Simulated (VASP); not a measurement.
# SiC (Ibam) in VASP: notebook, part 2 of 2

VASP 6.6.1. The steps go on from the part before.

## 4. Relaxation of cell and atoms, PBE

INCAR reads:

```
PREC = Accurate
ENCUT = 600
EDIFF = 1E-6
ISMEAR = 0
SIGMA = 0.1
LREAL = False
LASPH = True
NELM = 100
ALGO = Normal
ISIF = 3
LWAVE = False
LCHARG = False
GGA = PE
IBRION = 2
NSW = 90
EDIFFG = -0.04
```

KPOINTS reads:

```
regular mesh
0
Gamma
  4 4 4
```

POSCAR reads:

```
SiC
1.0
   -3.1084026800      3.6171317800      2.5331675900
    3.1084026800     -3.6171317800      2.5331675900
    3.1084026800      3.6171317800     -2.5331675900
Si C
6 6
Direct
    0.3449075300      0.3960025900      0.7409101200
    0.1550924700      0.8960025900      0.0510950600
    0.8449075300      0.1039974100      0.9489049400
    0.6550924700      0.6039974100      0.2590898800
    0.7500000000      0.2500000000      0.5000000000
    0.2500000000      0.7500000000      0.5000000000
    0.3449075300      0.1039974100      0.4489049400
    0.1550924700      0.6039974100      0.7590898800
    0.2500000000      0.2500000000      0.0000000000
    0.7500000000      0.7500000000      0.0000000000
    0.8449075300      0.3960025900      0.2409101200
    0.6550924700      0.8960025900      0.5510950600
```

Started as:

```sh
$ cat potpaw_PBE.64/Si/POTCAR potpaw_PBE.64/C/POTCAR > POTCAR
$ mpirun -np 1 vasp_std > vasp.out
```

Wall time 11 min (1 thread of Intel Xeon 6975P-C, shared host); peak memory 0.36 GiB.

It converged, with:

```yaml
Free_energy: -85.3431 eV
Relaxed_volume: 10.93 Å³/atom
Relaxed_cell: a = 5.636 Å, b = 5.636 Å, c = 5.636 Å, α = 112.39°, β = 95.83°, γ = 121.16°
Space_group_after_relaxing_to_0.05_Å: Ibam (No. 72)
Energy_gained_by_relaxing: 208.7 meV/atom
Ionic_steps: 11
Pressure_after_relaxing: 0.0 GPa
Largest_force_after_relaxing: 0.013 eV/Å
Band_gap_on_the_k_mesh: 1.32 eV, indirect (least direct gap 1.63 eV)
```

Forces in eV/Å, atoms in the order of the input:
```
Si  -0.005  0.009  0.000
Si  -0.005 -0.009  0.000
Si   0.005  0.009  0.000
Si   0.005 -0.009  0.000
Si   0.000  0.000  0.000
Si   0.000  0.000  0.000
C   -0.009 -0.010  0.000
C   -0.009  0.010  0.000
C    0.000  0.000  0.000
C    0.000  0.000  0.000
C    0.009 -0.010  0.000
C    0.009  0.010  0.000
```

Stress tensor (GPa, compression positive):
```
-0.10  0.00  0.00
 0.00 -0.01  0.00
 0.00  0.00 -0.03
```

Step by step:
```
step  energy change (eV)  largest force (eV/Å)  pressure (GPa)  volume (Å³)
   1              0.0000                1.7475           35.36       113.93
   2             -0.6975                1.4979          -21.52       151.76
   3             -2.3049                1.2648           -2.91       132.66
   4             -2.3061                1.2757           -2.35       132.26
   5             -2.4206                0.9831            0.35       131.58
   6             -2.4670                0.2301           -0.69       131.82
   7             -2.4941                0.2299            0.38       130.99
   8             -2.4942                0.2192            0.31       131.04
   9             -2.5030                0.0541            0.05       131.16
  10             -2.5033                0.0561           -0.01       131.19
  11             -2.5039                0.0129           -0.05       131.18
```

Final structure:
```
Si C
1.0
    -3.13573    3.77781    2.76850
     3.13573   -3.77781    2.76850
     3.13573    3.77781   -2.76850
Si C
6 6
Direct
  0.35366 0.40562 0.75928
  0.14634 0.90562 0.05196
  0.85366 0.09438 0.94804
  0.64634 0.59438 0.24072
  0.75000 0.25000 0.50000
  0.25000 0.75000 0.50000
  0.34454 0.10468 0.44922
  0.15546 0.60468 0.76014
  0.25000 0.25000 0.00000
  0.75000 0.75000 0.00000
  0.84454 0.39532 0.23986
  0.65546 0.89532 0.55078
```

Levels at points of the mesh, in eV from the valence-band top:
```tsv
k point	band 22	band 23	band 24	band 25	band 26	band 27
(0.00, 0.00, 0.00)	-0.85	-0.50	0.00	2.72	2.97	3.48
(0.50, 0.00, 0.00)	-1.93	-1.83	-1.83	2.27	2.27	2.93
(0.00, 0.50, 0.00)	-2.58	-0.92	-0.92	2.91	2.91	3.25
(0.50, 0.50, 0.00)	-1.69	-1.40	-1.37	2.22	2.39	3.00
(0.50, 0.50, 0.50)	-1.63	-1.13	-0.31	1.32	1.87	2.86
```

Caveat: the volume moved by over 15 % at a fixed basis, so the end points are rough.

## 5. Single point, PBE

This run uses another cell than the first one, of 10.93 Å³/atom, 1.151 times its volume.

INCAR reads:

```
PREC = Accurate
ENCUT = 520
EDIFF = 1E-7
ISMEAR = 0
SIGMA = 0.02
LREAL = F
LASPH = T
NELM = 100
ALGO = Normal
ISIF = 2
LWAVE = F
LCHARG = F
GGA = PE
NBANDS = 36
```

KPOINTS reads:

```
Automatic mesh
0
Gamma
  8 8 8
```

POSCAR reads:

```
SiC
1.0
   -3.1342658592      3.7798531336      2.7679589263
    3.1342658592     -3.7798531336      2.7679589263
    3.1342658592      3.7798531336     -2.7679589263
Si C
6 6
Direct
    0.3536841837      0.4054251645      0.7591093483
    0.1463158163      0.9054251645      0.0517409808
    0.8536841837      0.0945748355      0.9482590192
    0.6463158163      0.5945748355      0.2408906517
    0.7500000000      0.2500000000      0.5000000000
    0.2500000000      0.7500000000      0.5000000000
    0.3444449208      0.1043738477      0.4488187685
    0.1555550792      0.6043738477      0.7599289269
    0.2500000000      0.2500000000      0.0000000000
    0.7500000000      0.7500000000      0.0000000000
    0.8444449208      0.3956261523      0.2400710731
    0.6555550792      0.8956261523      0.5511812315
```

Potentials or basis: VASP PAW PBE potentials, release 64 (Si, C).

Started as:

```sh
$ cat potpaw_PBE.64/Si/POTCAR potpaw_PBE.64/C/POTCAR > POTCAR
$ mpirun -np 1 vasp_std > vasp.out
```

OUTCAR:

```text
PREC = Accurate
   ENCUT = 520
   EDIFF = 1E-7
   ISMEAR = 0
   LREAL = F
   LASPH = T
   NELM = 100
   ISIF = 2
   GGA = PE

 ion  position               nearest neighbor table
   1  0.354  0.405  0.759-   9 1.87  10 1.87   7 1.89   8 1.95   4 2.51   3 3.01   3 3.01   5 3.07
                             6 3.07   6 3.10   5 3.10
   2  0.146  0.905  0.052-   9 1.87  10 1.87   8 1.89   7 1.95   3 2.51   4 3.01   4 3.01   5 3.07
                             6 3.07   6 3.10   5 3.10
   3  0.854  0.095  0.948-  10 1.87   9 1.87  11 1.89  12 1.95   2 2.51   1 3.01   1 3.01   6 3.07
                             5 3.07   5 3.10   6 3.10
   4  0.646  0.595  0.241-  10 1.87   9 1.87  12 1.89  11 1.95   1 2.51   2 3.01   2 3.01   6 3.07
                             5 3.07   5 3.10   6 3.10
   5  0.750  0.250  0.500-   7 1.93   8 1.93  11 1.93  12 1.93   6 2.77   6 2.77   2 3.07   3 3.07
                             1 3.07   4 3.07   4 3.10   3 3.10   2 3.10   1 3.10
   6  0.250  0.750  0.500-  12 1.93  11 1.93   8 1.93   7 1.93   5 2.77   5 2.77   3 3.07   2 3.07
                             4 3.07   1 3.07   1 3.10   2 3.10   3 3.10   4 3.10
   7  0.344  0.104  0.449-   1 1.89   5 1.93   6 1.93   2 1.95
   8  0.156  0.604  0.760-   2 1.89   5 1.93   6 1.93   1 1.95
   9  0.250  0.250  0.000-   1 1.87   4 1.87   2 1.87   3 1.87
  10  0.750  0.750  0.000-   4 1.87   1 1.87   3 1.87   2 1.87
  11  0.844  0.396  0.240-   3 1.89   5 1.93   6 1.93   4 1.95
  12  0.656  0.896  0.551-   4 1.89   6 1.93   5 1.93   3 1.95

  LATTYP: Found a body centered orthorhombic cell.
 ALAT       =     5.5359178526
 B/A-ratio  =     1.1323382834
 C/A-ratio  =     1.3655741412

  Lattice vectors:

 A1 = (   3.1342658592,  -3.7798531336,   2.7679589263)
 A2 = (  -3.1342658592,  -3.7798531336,  -2.7679589263)
 A3 = (   3.1342658592,   3.7798531336,  -2.7679589263)

Analysis of symmetry for initial positions (statically):
=====================================================================
 Subroutine PRICEL returns:
 Original cell was already a primitive cell.

 Routine SETGRP: Setting up the symmetry group for a
[... 175 lines left out ...]
  energy-cutoff  :      520.00
  volume of cell :      131.17
 maximum number of plane-waves:      3566
 NGX is ok and might be reduce to    42
   NGX = 21   NGY = 21   NGZ = 21

 number of electron      48.0000003 magnetization

 Free energy of the ion-electron system (eV)
  ---------------------------------------------------
  ext. energy  EPLUGINS =         0.00000000
  ---------------------------------------------------
  free energy    TOTEN  =       -85.35034306 eV

  energy without entropy =      -85.35034306  energy(sigma->0) =      -85.35034306

 E-fermi :   8.4613     XC(G=0): -11.0645

 val. band max:        8.3099640232   @ k =   0.0000   0.0000   0.0000
 cond. band min:       9.3768753860   @ k =  -0.3750   0.3750   0.3750
 fundamental gap:      1.0669113627
 Fermi energy:         8.4612536114

 k-point     1 :       0.0000    0.0000    0.0000
  band No.  band energies     occupation
      1      -7.8376      2.00000
      2      -4.6799      2.00000
      3      -3.7938      2.00000
      4      -3.3556      2.00000
      5      -3.3056      2.00000
      6      -2.6573      2.00000
[... 925 lines left out ...]
     35      14.9996      0.00000
     36      15.4404      0.00000

 [... further k-points ...]

------------------------ aborting loop because EDIFF is reached ----------------------------------------

  FORCE on cell =-STRESS in cart. coord.  units (eV):
  Direction    XX          YY          ZZ          XY          YZ          ZX
  --------------------------------------------------------------------------------------
  -------------------------------------------------------------------------------------
  Total       -0.0205682     -0.0544859      0.0810428     -0.0000000      0.0000000      0.0000000
  in kB       -0.2512332     -0.6655249      0.9899078     -0.0000000      0.0000000      0.0000000
  external PRESSURE =       0.0243833 kB  Pullay stress =       0.0000000 kB

 VOLUME and BASIS-vectors are now :
 -----------------------------------------------------------------------------
  energy-cutoff  :      520.00
  volume of cell :      131.17
      direct lattice vectors                 reciprocal lattice vectors
    -3.134265859  3.779853134  2.767958926     0.000000000  0.132280272  0.180638519
     3.134265859 -3.779853134  2.767958926     0.159526991  0.000000000  0.180638519
     3.134265859  3.779853134 -2.767958926     0.159526991  0.132280272  0.000000000

 POSITION                                       TOTAL-FORCE (eV/Angst)
 -----------------------------------------------------------------------------------
      2.54142      2.67375     -0.00000         0.003921      0.015936     -0.000000
      2.54142     -2.67375      2.76796         0.003921     -0.015936      0.000000
      0.59285      6.45360     -0.00000        -0.003921      0.015936     -0.000000
      0.59285      1.10610      2.76796        -0.003921     -0.015936      0.000000
     -0.00000      3.77985      1.38398        -0.000000     -0.000000     -0.000000
      3.13427     -0.00000      1.38398        -0.000000     -0.000000     -0.000000
      0.65427      2.60390      0.00000         0.004905     -0.003306     -0.000000
      3.78854      1.17595      0.00000         0.004905      0.003306      0.000000
      0.00000      0.00000      1.38398        -0.000000     -0.000000     -0.000000
      0.00000      0.00000      4.15194        -0.000000     -0.000000     -0.000000
     -0.65427      2.60390      2.76796        -0.004905     -0.003306     -0.000000
      2.48000      1.17595      2.76796        -0.004905      0.003306     -0.000000
 -----------------------------------------------------------------------------------
    total drift:                                0.000000     -0.000000      0.000000

  FREE ENERGIE OF THE ION-ELECTRON SYSTEM (eV)
  ---------------------------------------------------
  free  energy   TOTEN  =       -85.3503430609 eV

  energy  without entropy=      -85.3503430609  energy(sigma->0) =      -85.35034306
```

OSZICAR:

```text
N       E                     dE             d eps       ncg     rms          rms(c)
DAV:   1     0.129322840690E+03    0.12932E+03   -0.21519E+04  6840   0.119E+03
DAV:   2    -0.838907089649E+02   -0.21321E+03   -0.19838E+03  8824   0.209E+02
DAV:   3    -0.969489219559E+02   -0.13058E+02   -0.12921E+02  8848   0.487E+01
DAV:   4    -0.971826968748E+02   -0.23377E+00   -0.23307E+00  8636   0.739E+00
DAV:   5    -0.971883117126E+02   -0.56148E-02   -0.56088E-02  8492   0.109E+00    0.214E+01
DAV:   6    -0.856274861412E+02    0.11561E+02   -0.33135E+01  8232   0.217E+01    0.927E+00
DAV:   7    -0.854129494850E+02    0.21454E+00   -0.31663E+00  8980   0.723E+00    0.420E+00
DAV:   8    -0.853542891509E+02    0.58660E-01   -0.23856E-01  8272   0.203E+00    0.129E+00
DAV:   9    -0.853492907823E+02    0.49984E-02   -0.29734E-02  8460   0.871E-01    0.247E-01
DAV:  10    -0.853501194062E+02   -0.82862E-03   -0.69220E-03  8248   0.351E-01    0.167E-01
DAV:  11    -0.853502684918E+02   -0.14909E-03   -0.52425E-04  8544   0.123E-01    0.846E-02
DAV:  12    -0.853503387585E+02   -0.70267E-04   -0.18185E-04  8052   0.650E-02    0.233E-02
DAV:  13    -0.853503429225E+02   -0.41640E-05   -0.25495E-05  8328   0.245E-02    0.696E-03
DAV:  14    -0.853503427685E+02    0.15400E-06   -0.28772E-06  8148   0.806E-03    0.217E-03
DAV:  15    -0.853503429489E+02   -0.18046E-06   -0.56529E-07  8196   0.325E-03    0.140E-03
DAV:  16    -0.853503430528E+02   -0.10388E-06   -0.61469E-08  4436   0.116E-03    0.579E-04
DAV:  17    -0.853503430609E+02   -0.81491E-08   -0.20705E-08  4380   0.741E-04
   1 F= -.85350343E+02 E0= -.85350343E+02  d E =-.310648E-29
```

stdout:

```text
POSCAR found type information on POSCAR SiC
 POSCAR found :  2 types and      12 ions
 scaLAPACK will be used
 LDA part: xc-table for (Slater+PW92), standard interpolation
 POSCAR, INCAR and KPOINTS ok, starting setup
 FFT: planning ... GRIDC
 FFT: planning ... GRID_SOFT
 FFT: planning ... GRID
 WAVECAR not read
 entering main loop
```

Wall time 8.4 min (1 thread of Intel Xeon 6975P-C, shared host); peak memory 0.47 GiB.

Results:

* Free energy: -85.3503 eV
* Pressure: 0.0 GPa
* Largest force: 0.016 eV/Å
* Band gap on the k mesh: 1.07 eV, indirect (least direct gap 1.62 eV)

Forces in eV/Å, atoms in the order of the input:
```
Si   0.004  0.016  0.000
Si   0.004 -0.016  0.000
Si  -0.004  0.016  0.000
Si  -0.004 -0.016  0.000
Si   0.000  0.000  0.000
Si   0.000  0.000  0.000
C    0.005 -0.003  0.000
C    0.005  0.003  0.000
C    0.000  0.000  0.000
C    0.000  0.000  0.000
C   -0.005 -0.003  0.000
C   -0.005  0.003  0.000
```

A k mesh can miss the band edges. Expect the measured gap to be larger: semilocal functionals such as PBE lack the derivative discontinuity.

## 6. Summary

| task | cell | k mesh | cutoff (eV) | smearing | gap on the mesh (eV) | pressure (GPa) | largest force (eV/Å) |
| --- | --- | --- | --- | --- | --- | --- | --- |
| single point | a = 5.400 Å, angles 109.7, 95.9, 124.1°, 12 atoms | 4 × 4 × 4 | 520 | gaussian 0.1 eV | 1.33 | 35.5 | 1.75 |
| single point | a = 5.637 Å, angles 112.4, 95.8, 121.2°, 12 atoms | 4 × 4 × 4 | 520 | gaussian 0.1 eV | 1.31 | 0.0 | 0.01 |
| relaxation of cell and atoms | relaxed from a = 5.400 Å, angles 109.7, 95.9, 124.1°, 12 atoms | 4 × 4 × 4 | 600 | gaussian 0.1 eV | 1.32 | 0.0 | 0.01 |
| single point | a = 5.637 Å, angles 112.4, 95.8, 121.2°, 12 atoms | 8 × 8 × 8 | 520 | gaussian 0.02 eV | 1.07 | 0.0 | 0.02 |

Alike in all rows: level PBE; potentials or basis VASP PAW PBE potentials, release 64 (Si, C); no spin polarisation.

Caveats: forces of over 1 eV/Å act on the atoms, so gaps and moduli don't describe the material at rest (some runs); the volume moved by over 15 % at a fixed basis, so the end points are rough (some runs).

Absolute energies hang on the potentials; compare differences alone.
